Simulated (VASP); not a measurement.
Runs of VASP 6.6.1 on HfO2. The structure is that of space group R-3m (No. 166), or close to it. The cells are those of the table. 

| cell | gap on the mesh (eV) | pressure (GPa) | largest force (eV/Å) |
| --- | --- | --- | --- |
| a = 4.154 Å, angles 45.7°, 3 atoms | 3.71 | 15.9 | 0.01 |
| a = 3.222 Å, 3 atoms | none | (a) | 49.45 |
| a = 3.871 Å, angles 52.2°, 3 atoms | 3.94 | 1.7 | 0.36 |
| a = 3.247 Å, angles 82.7°, 3 atoms | (c) | 140.9 | 29.23 |
| a = 3.535 Å, angles 63.2°, 3 atoms | 3.78 | (b) | 0.66 |

Alike in all rows: task single point; level PBE; potentials or basis VASP PAW PBE potentials, release 64 (Hf_pv, O); no spin polarisation; k mesh 8 × 8 × 8; cutoff (eV) 520; smearing gaussian 0.05 eV.

**Question.** Estimate the missing entries.

**Answer.** (a) 239.4; (b) -4.3; (c) 1.49.

Caveats: spin-orbit coupling is left out, which moves the levels of the heavy elements; the cell stands under pressure (at least some runs); forces of over 1 eV/Å act on the atoms, so gaps and moduli don't describe the material at rest (at least some runs); atoms lie so close that the PAW spheres overlap strongly, which falsifies energies and pressures (at least some runs); the cell stands under tension (at least some runs).

A k mesh can miss the band edges, and the runs leave out spin-orbit coupling on Hf.

A gap of «none» marks levels without a gap at the run's occupations.
